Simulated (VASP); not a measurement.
# Rh (Fm-3m) in VASP: further runs, part 2 of 3

VASP 6.6.1. Earlier steps stand in the parts before.

## Step 3: Single point, r2SCAN

Input file POSCAR:

```
Rh
1.0
    0.0000000000      1.9008071574      1.9008071574
    1.9008071574      0.0000000000      1.9008071574
    1.9008071574      1.9008071574      0.0000000000
Rh
1
Direct
    0.0000000000      0.0000000000      0.0000000000
```

Input file INCAR.step1:

```
ALGO = Normal ; EDIFF = 1E-4
ENCUT = 520 ; GGA = PE
ISMEAR = 1 ; LASPH = True
LCHARG = False ; LREAL = False
LWAVE = True ; NBANDS = 14
NELM = 80 ; PREC = Accurate
SIGMA = 0.1
```

Input file INCAR.step2:

```
ALGO = Normal ; EDIFF = 1E-6
ENCUT = 520 ; ISIF = 2
ISMEAR = 1 ; ISTART = 1
LASPH = True ; LCHARG = False
LMIXTAU = True ; LREAL = False
LWAVE = False ; METAGGA = R2SCAN
NBANDS = 14 ; NELM = 80
PREC = Accurate ; SIGMA = 0.1
```

Input file KPOINTS:

```
k-points
0
Gamma
  14 14 14
```

Potentials or basis: VASP PAW PBE potentials, release 64 (Rh_pv).

Command:

```console
$ cat potpaw_PBE.64/Rh_pv/POTCAR > POTCAR
$ cp INCAR.step1 INCAR
$ mpirun -np 1 vasp_std > vasp.out
$ cp INCAR.step2 INCAR
$ mpirun -np 1 vasp_std > vasp.out
```

OUTCAR:

```text
EDIFF = 1E-6
   ENCUT = 520
   ISIF = 2
   ISMEAR = 1
   ISTART = 1
   LASPH = True
   LREAL = False
   METAGGA = R2SCAN
   NELM = 80
   PREC = Accurate

 ion  position               nearest neighbor table
   1  0.000  0.000  0.000-

  LATTYP: Found a face centered cubic cell.
 ALAT       =     3.8016143148

  Lattice vectors:

 A1 = (   0.0000000000,   1.9008071574,   1.9008071574)
 A2 = (   1.9008071574,   0.0000000000,   1.9008071574)
 A3 = (   1.9008071574,   1.9008071574,   0.0000000000)

Analysis of symmetry for initial positions (statically):
=====================================================================
 Subroutine PRICEL returns:
 Original cell was already a primitive cell.

 Routine SETGRP: Setting up the symmetry group for a
 face centered cubic supercell.

 Subroutine GETGRP returns: Found 48 space group operations
 (whereof 48 operations were pure point group operations)
 out of a pool of 48 trial point group operations.

The static configuration has the point symmetry O_h .

Analysis of symmetry for dynamics (positions and initial velocities):
=====================================================================
 Subroutine PRICEL returns:
 Original cell was already a primitive cell.

 Routine SETGRP: Setting up the symmetry group for a
 face centered cubic supercell.

 Subroutine GETGRP returns: Found 48 space group operations
 (whereof 48 operations were pure point group operations)
 out of a pool of 48 trial point group operations.

The dynamic configuration has the point symmetry O_h .

 Subroutine INISYM returns: Found 48 space group operations
 (whereof 48 operations are pure point group operations),
 and found     1 'primitive' translations

----------------------------------------------------------------------------------------

                                     Primitive cell

  volume of cell :      13.7355

  direct lattice vectors                    reciprocal lattice vectors
     0.000000000  1.900807157  1.900807157    -0.263046148  0.263046148  0.263046148
     1.900807157  0.000000000  1.900807157     0.263046148 -0.263046148  0.263046148
     1.900807157  1.900807157  0.000000000     0.263046148  0.263046148 -0.263046148

  length of vectors
     2.688147261  2.688147261  2.688147261     0.455609292  0.455609292  0.455609292

  position of ions in fractional coordinates (direct lattice)
     0.000000000  0.000000000  0.000000000

  ion indices of the primitive-cell ions
   primitive index   ion index
                 1           1

----------------------------------------------------------------------------------------

 KPOINTS: k-points

Automatic generation of k-mesh.
 Grid dimensions read from file:
 generate k-points for:   14   14   14

 Generating k-lattice:

  Cartesian coordinates                     Fractional coordinates (reciprocal lattice)
    -0.018789011  0.018789011  0.018789011     0.071428571  0.000000000  0.000000000
     0.018789011 -0.018789011  0.018789011     0.000000000  0.071428571  0.000000000
     0.018789011  0.018789011 -0.018789011     0.000000000  0.000000000  0.071428571

  Length of vectors
     0.032543521  0.032543521  0.032543521

  Shift w.r.t. Gamma in fractional coordinates (k-lattice)
     0.000000000  0.000000000  0.000000000

 Subroutine IBZKPT returns following result:
 ===========================================

 Found    104 irreducible k-points:

 Following reciprocal coordinates:
            Coordinates               Weight
  0.000000  0.000000  0.000000      1.000000
  0.071429  0.000000  0.000000      8.000000
  0.142857  0.000000  0.000000      8.000000
  0.214286  0.000000  0.000000      8.000000
  0.285714  0.000000  0.000000      8.000000
  0.357143  0.000000  0.000000      8.000000
[... 16 lines left out ...]
  0.214286  0.142857  0.000000     24.000000
  0.285714  0.142857  0.000000     24.000000
 [... further k-points ...]
   k-points           NKPTS =    104   k-points in BZ     NKDIM =    104   number of bands    NBANDS=     14
   number of dos      NEDOS =    301   number of ions     NIONS =      1
   total plane-waves  NPLWV =   8000
   dimension x,y,z NGX =    20 NGY =   20 NGZ =   20
   dimension x,y,z NGXF=    40 NGYF=   40 NGZF=   40
   ions per type =               1
   NGX,Y,Z   is equivalent  to a cutoff of  12.37, 12.37, 12.37 a.u.
   NGXF,Y,Z  is equivalent  to a cutoff of  24.74, 24.74, 24.74 a.u.
 SYSTEM =  unknown system
   PREC   = accura    normal or accurate (medium, high low for compatibility)
   ISTART =      1    job   : 0-new  1-cont  2-samecut
   ICHARG =      0    charge: 1-file 2-atom 10-const
   ISPIN  =      1    spin polarized calculation?
   LNONCOLLINEAR =      F non collinear calculations
   LSORBIT =      F    spin-orbit coupling
   LASPH  =      T    aspherical Exc in radial PAW
   ENCUT  =  520.0 eV  38.22 Ry    6.18 a.u.   5.00  5.00  5.00*2*pi/ulx,y,z
   NELM   =     80;   NELMIN=  2; NELMDL=  0     # of ELM steps
   EDIFF  = 0.1E-05   stopping-criterion for ELM
   LREAL  =      F    real-space projection
   EDIFFG = 0.1E-04   stopping-criterion for IOM
   NSW    =      0    number of steps for IOM
   IBRION =     -1    ionic relax: 0-MD 1-quasi-New 2-CG
   NFREE  =      0    steps in history (QN), initial steepest desc. (CG)
   ISIF   =      2    stress and relaxation
   ISYM   =      2    0-nonsym 1-usesym 2-fastsym
   POTIM  = 0.5000    time-step for ionic-motion
   TEBEG  =    0.0;   TEEND  =   0.0 temperature during run
   PSTRESS=    0.0 pullay stress
   NELECT =      15.0000    total number of electrons
   NUPDOWN=      -1.0000    fix difference up-down
   EMIN   =  10.00;   EMAX   =-10.00  energy-range for DOS
   EFERMI =   0.00;   METHOD = LEGACY
   ISMEAR =     1;   SIGMA  =   0.10  broadening in eV -4-tet -1-fermi 0-gaus
   EFERMI_NEDOS =   21; number of points for ismear=-14 and -15
   IALGO  =     38    algorithm
   IMIX   =      4    mixing-type and parameters
     AMIX     =   0.40;   BMIX     =  1.00
     AMIX_MAG =   1.60;   BMIX_MAG =  1.00
  volume/ion in A,a.u.               =      13.74        92.69
  Fermi-wavevector in a.u.,A,eV,Ry     =   1.685869  3.185831 38.669863  2.842155
  Thomas-Fermi vector in A             =   2.768636
   LORBIT       =      0    0 simple, 1 ext, 2 COOP (PROOUT), +10 PAW based schemes
   METAGGA = R2SCAN    functional components
   LHFCALC =     F    Hartree Fock is set to
   AEXX    =    0.0000 exact exchange contribution
   IVDW    =     0    specifies the selected vdW correction
   LEPSILON=     F    determine dielectric tensor
   LRPA    =     F    only Hartree local field effects (RPA)
 non-spin polarized calculation
 Methfessel and Paxton  Order N= 1 SIGMA  =   0.10
  energy-cutoff  :      520.00
  volume of cell :       13.74
 maximum number of plane-waves:       380
   NGX =  9   NGY =  9   NGZ =  9

 number of electron      15.0000007 magnetization

 Free energy of the ion-electron system (eV)
  ---------------------------------------------------
  ext. energy  EPLUGINS =         0.00000000
  ---------------------------------------------------
  free energy    TOTEN  =       -24.13780815 eV

  energy without entropy =      -24.13660061  energy(sigma->0) =      -24.13740564

 E-fermi :  11.7281     XC(G=0): -15.2060

 val. band max:       11.7016993973   @ k =   0.3571   0.0000   0.0000
 cond. band min:      11.7474413064   @ k =  -0.2857   0.3571   0.0714
 fundamental gap:      0.0457419091
 Fermi energy:        11.7280924736

 k-point     1 :       0.0000    0.0000    0.0000
  band No.  band energies     occupation
      1     -36.0192      2.00000
      2     -36.0192      2.00000
      3     -36.0192      2.00000
      4       3.5685      2.00000
      5       8.5855      2.00000
      6       8.5855      2.00000
      7       8.5855      2.00000
      8      10.6913      2.00000
      9      10.6913      2.00000
     10      28.4686      0.00000
     11      29.1781      0.00000
     12      34.2224      0.00000
     13      34.2224      0.00000
     14      34.2224      0.00000
[... 375 lines left out ...]
 k-point    24 :       0.2857    0.1429    0.0000
  band No.  band energies     occupation
      1     -36.4159      2.00000
      2     -36.1289      2.00000
      3     -36.1205      2.00000
      4       5.9036      2.00000
      5       7.5365      2.00000
      6       8.9184      2.00000
      7       9.5182      2.00000
      8      10.8315      2.00000
      9      11.4604      2.00101
     10      28.5081      0.00000
     11      29.1785      0.00000
     12      30.9803      0.00000
     13      33.3683      0.00000
     14      34.6847      0.00000

 [... further k-points ...]
[... 5 lines left out ...]
  --------------------------------------------------------------------------------------
  -------------------------------------------------------------------------------------
  Total        0.0726496      0.0726496      0.0726496      0.0000000     -0.0000000      0.0000000
  in kB        8.4742201      8.4742201      8.4742201      0.0000000     -0.0000000      0.0000000
  external PRESSURE =       8.4742201 kB  Pullay stress =       0.0000000 kB

 VOLUME and BASIS-vectors are now :
 -----------------------------------------------------------------------------
  energy-cutoff  :      520.00
  volume of cell :       13.74
      direct lattice vectors                 reciprocal lattice vectors
     0.000000000  1.900807157  1.900807157    -0.263046148  0.263046148  0.263046148
     1.900807157  0.000000000  1.900807157     0.263046148 -0.263046148  0.263046148
     1.900807157  1.900807157  0.000000000     0.263046148  0.263046148 -0.263046148

 POSITION                                       TOTAL-FORCE (eV/Angst)
 -----------------------------------------------------------------------------------
      0.00000      0.00000      0.00000         0.000000     -0.000000      0.000000
 -----------------------------------------------------------------------------------
    total drift:                                0.000000     -0.000000      0.000000

  FREE ENERGIE OF THE ION-ELECTRON SYSTEM (eV)
  ---------------------------------------------------
  free  energy   TOTEN  =       -24.1378081516 eV

  energy  without entropy=      -24.1366006061  energy(sigma->0) =      -24.13740564
```

It took 55 s on 1 thread of AMD EPYC 7R13, shared host; peak memory 0.14 GiB.

Results:

```yaml
Free_energy: -24.1378 eV
Pressure: 0.8 GPa
```

Levels at points of the mesh, in eV from the Fermi level:
```csv
k point,band 4,band 5,band 6,band 7,band 8,band 9,band 10,band 11
"(0.00, 0.00, 0.00)",-8.16,-3.14,-3.14,-3.14,-1.04,-1.04,16.74,17.45
"(0.50, 0.00, 0.00)",-6.31,-3.26,-3.26,0.63,0.63,0.93,9.13,16.30
"(0.50, 0.50, 0.00)",-6.53,-6.15,0.55,1.09,1.09,3.51,12.92,14.04
```

Caveat: the PAW data sets were made with another functional, which shifts forces and pressure a little.

## Step 4: Single point, r2SCAN

POSCAR is that of step 3.

Input file INCAR.step1:

```
ALGO     = Normal         # electronic algorithm
EDIFF    = 1E-4           # SCF threshold, eV
ENCUT    = 520            # plane-wave cutoff, eV
GGA      = PE             # functional
ISMEAR   = 1              # smearing method
LASPH    = True           # aspherical terms in the spheres
LCHARG   = False          # write CHGCAR
LREAL    = False          # projectors in reciprocal space
LWAVE    = True           # write WAVECAR
NBANDS   = 14             # bands
NELM     = 60             # most SCF steps
PREC     = Accurate       # precision mode
SIGMA    = 1.0            # smearing width, eV
```

Input file INCAR.step2:

```
ALGO     = Normal         # electronic algorithm
EDIFF    = 1E-6           # SCF threshold, eV
ENCUT    = 520            # plane-wave cutoff, eV
ISIF     = 2              # what is computed and relaxed
ISMEAR   = 1              # smearing method
ISTART   = 1            
LASPH    = True           # aspherical terms in the spheres
LCHARG   = True           # write CHGCAR
LELF     = True           # ELF
LMIXTAU  = True         
LREAL    = False          # projectors in reciprocal space
LVHAR    = True         
LWAVE    = False          # write WAVECAR
METAGGA  = R2SCAN         # meta-GGA
NBANDS   = 14             # bands
NELM     = 60             # most SCF steps
PREC     = Accurate       # precision mode
SIGMA    = 1.0            # smearing width, eV
```

KPOINTS is that of step 3.

Command:

```console
$ cat potpaw_PBE.64/Rh_pv/POTCAR > POTCAR
$ cp INCAR.step1 INCAR
$ mpirun -np 1 vasp_std > vasp.out
$ cp INCAR.step2 INCAR
$ mpirun -np 1 vasp_std > vasp.out
```

Run time: 52 s. Hardware: 1 thread of AMD EPYC 7R13, shared host; peak memory 0.14 GiB.

The run converged. Its results:

| Property | Result |
| --- | --- |
| Free energy | -24.1447 eV |
| Pressure | 1.7 GPa |

Levels at points of the mesh, in eV from the Fermi level:
| k point | band 5 | band 6 | band 7 | band 8 | band 9 | band 10 |
| --- | --- | --- | --- | --- | --- | --- |
| (0.00, 0.00, 0.00) | -3.11 | -3.11 | -3.11 | -1.00 | -1.00 | 16.77 |
| (0.50, 0.00, 0.00) | -3.22 | -3.22 | 0.66 | 0.66 | 0.96 | 9.16 |
| (0.50, 0.50, 0.00) | -6.12 | 0.58 | 1.12 | 1.12 | 3.55 | 12.95 |

Caveat: the PAW data sets were made with another functional, which shifts forces and pressure a little.

(Continued in part 3 of 3.)
